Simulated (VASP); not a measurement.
# BaTiO3 in VASP: a series of runs, part 2 of 2

VASP 6.6.1. The steps go on from the part before.

### Step 3. Single point, PBE (atom 3 (O) moved by (-0.100, +0.000) A along [1 1 0] and z)

Input file INCAR:

```
PREC = Accurate
ENCUT = 520
EDIFF = 1E-6
ISMEAR = 0
SIGMA = 0.05
LREAL = F
LASPH = T
NELM = 60
ALGO = Normal
ISIF = 2
LWAVE = F
LCHARG = F
GGA = PE
NBANDS = 28
```

Input file KPOINTS:

```
regular mesh
0
Gamma
  8 8 8
```

Input file POSCAR:

```
BaTiO3
1.0
    4.0192318615      0.0000000000      0.0000000000
    0.0000000000      4.0192318615      0.0000000000
    0.0000000000      0.0000000000      4.0192813204
Ba Ti O
1 1 3
Direct
    0.0000000000      0.0000000000      0.0000000000
    0.5000000000      0.5000000000      0.5000000000
    0.4824069174      0.4824069174      0.0000000000
    0.5000000000      0.0000000000      0.5000000000
    0.0000000000      0.5000000000      0.5000000000
```

Potentials or basis: VASP PAW PBE potentials, release 64 (Ba_sv, Ti_sv, O).

Run with:

```sh
cat potpaw_PBE.64/Ba_sv/POTCAR potpaw_PBE.64/Ti_sv/POTCAR potpaw_PBE.64/O/POTCAR > POTCAR
mpirun -np 1 vasp_std > vasp.out
```

OUTCAR:

```text
PREC = Accurate
   ENCUT = 520
   EDIFF = 1E-6
   ISMEAR = 0
   LREAL = F
   LASPH = T
   NELM = 60
   ISIF = 2
   GGA = PE

 ion  position               nearest neighbor table
   1  0.000  0.000  0.000-   3 2.74   4 2.84   5 2.84   4 2.84   5 2.84   5 2.84   5 2.84   4 2.84
                             4 2.84   3 2.84   3 2.84   3 2.94   2 3.48   2 3.48   2 3.48   2 3.48
   2  0.500  0.500  0.500-   4 2.01   5 2.01   4 2.01   5 2.01   3 2.01   3 2.01   1 3.48   1 3.48
                             1 3.48   1 3.48   1 3.48   1 3.48   1 3.48   1 3.48
   3  0.482  0.482  0.000-   2 2.01   2 2.01   1 2.74   1 2.84   1 2.84   1 2.94
[... 952 lines left out ...]
  -------------------------------------------------------------------------------------
  Total        0.7367656      0.7367656      0.6734999      0.0303367      0.0000000      0.0000000
  in kB       18.1804827     18.1804827     16.6193337      0.7485895      0.0000000      0.0000000
  external PRESSURE =      17.6600997 kB  Pullay stress =       0.0000000 kB

 VOLUME and BASIS-vectors are now :
 -----------------------------------------------------------------------------
  energy-cutoff  :      520.00
  volume of cell :       64.93
      direct lattice vectors                 reciprocal lattice vectors
     4.019231861  0.000000000  0.000000000     0.248803760  0.000000000  0.000000000
     0.000000000  4.019231861  0.000000000     0.000000000  0.248803760  0.000000000
     0.000000000  0.000000000  4.019281320     0.000000000  0.000000000  0.248800699

 POSITION                                       TOTAL-FORCE (eV/Angst)
 -----------------------------------------------------------------------------------
      0.00000      0.00000      0.00000        -0.066512     -0.066512      0.000000
      2.00962      2.00962      2.00964        -0.049481     -0.049481      0.000000
      1.93891      1.93891      0.00000         0.392718      0.392718      0.000000
      2.00962      0.00000      2.00964         0.042427     -0.319153      0.000000
      0.00000      2.00962      2.00964        -0.319153      0.042427      0.000000
 -----------------------------------------------------------------------------------
    total drift:                                0.000055      0.000055     -0.000001

  FREE ENERGIE OF THE ION-ELECTRON SYSTEM (eV)
  ---------------------------------------------------
  free  energy   TOTEN  =       -39.9542257418 eV

  energy  without entropy=      -39.9542257418  energy(sigma->0) =      -39.95422574
```

OSZICAR:

```text
N       E                     dE             d eps       ncg     rms          rms(c)
DAV:   1     0.434192872235E+03    0.43419E+03   -0.20899E+04  5888   0.155E+03
DAV:   2    -0.376118960253E+01   -0.43795E+03   -0.41714E+03  6656   0.427E+02
DAV:   3    -0.488527327814E+02   -0.45092E+02   -0.44686E+02  8216   0.134E+02
DAV:   4    -0.509775660202E+02   -0.21248E+01   -0.21202E+01  8864   0.251E+01
DAV:   5    -0.510436192423E+02   -0.66053E-01   -0.66041E-01  8044   0.330E+00    0.226E+01
DAV:   6    -0.401841764028E+02    0.10859E+02   -0.58276E+01  8428   0.656E+01    0.987E+00
DAV:   7    -0.401286723415E+02    0.55504E-01   -0.10234E+01  7812   0.230E+01    0.651E+00
DAV:   8    -0.399517366392E+02    0.17694E+00   -0.65664E-01  7264   0.693E+00    0.347E+00
DAV:   9    -0.399872132114E+02   -0.35477E-01   -0.38486E-01  8400   0.530E+00    0.167E+00
DAV:  10    -0.399585298516E+02    0.28683E-01   -0.18046E-01  6960   0.430E+00    0.554E-01
DAV:  11    -0.399542778218E+02    0.42520E-02   -0.19870E-02  7452   0.882E-01    0.165E-01
DAV:  12    -0.399544133472E+02   -0.13553E-03   -0.21408E-03  7276   0.429E-01    0.112E-01
DAV:  13    -0.399542262574E+02    0.18709E-03   -0.64603E-04  7144   0.264E-01    0.267E-02
DAV:  14    -0.399542248808E+02    0.13766E-05   -0.26274E-05  7552   0.360E-02    0.102E-02
DAV:  15    -0.399542257418E+02   -0.86097E-06   -0.49288E-06  6788   0.208E-02
   1 F= -.39954226E+02 E0= -.39954226E+02  d E =-.895117E-14
```

It took 1.9 min on 1 thread of AMD EPYC 9R45 (Zen 5), shared host; peak memory 0.28 GiB.

What came out:

```
Free energy            : -39.9542 eV
Pressure               : 1.8 GPa
Largest force          : 0.555 eV/Å
Band gap on the k mesh : 1.71 eV, indirect (least direct gap 1.88 eV)
```

Forces in eV/Å, atoms in the order of the input:
```
Ba  -0.067 -0.067  0.000
Ti  -0.049 -0.049  0.000
O    0.393  0.393  0.000
O    0.042 -0.319  0.000
O   -0.319  0.042  0.000
```

Levels at points of the mesh, in eV from the valence-band top:
| k point | band 17 | band 18 | band 19 | band 20 | band 21 | band 22 | band 23 | band 24 |
| --- | --- | --- | --- | --- | --- | --- | --- | --- |
| (0.00, 0.00, 0.00) | -1.08 | -0.20 | -0.18 | -0.17 | 1.71 | 1.72 | 1.79 | 3.81 |
| (0.50, 0.00, 0.00) | -1.83 | -1.82 | -0.73 | -0.72 | 1.89 | 3.41 | 3.42 | 3.82 |
| (0.50, 0.50, 0.00) | -1.66 | -0.89 | -0.88 | -0.10 | 3.42 | 3.44 | 3.83 | 4.65 |
| (0.00, 0.00, 0.50) | -1.79 | -1.67 | -0.72 | -0.72 | 1.86 | 3.36 | 3.39 | 3.81 |
| (0.50, 0.00, 0.50) | -1.73 | -0.89 | -0.89 | -0.09 | 3.39 | 3.42 | 3.81 | 4.63 |
| (0.50, 0.50, 0.50) | -2.39 | -0.02 | -0.01 | 0.00 | 4.03 | 4.05 | 4.07 | 6.61 |

Caveat: the cell differs from its parent crystal (atom 3 (O) moved by (-0.100, +0.000) A along [1 1 0] and z); spin-orbit coupling is left out, which moves the levels of the heavy elements. A k mesh can miss the band edges.
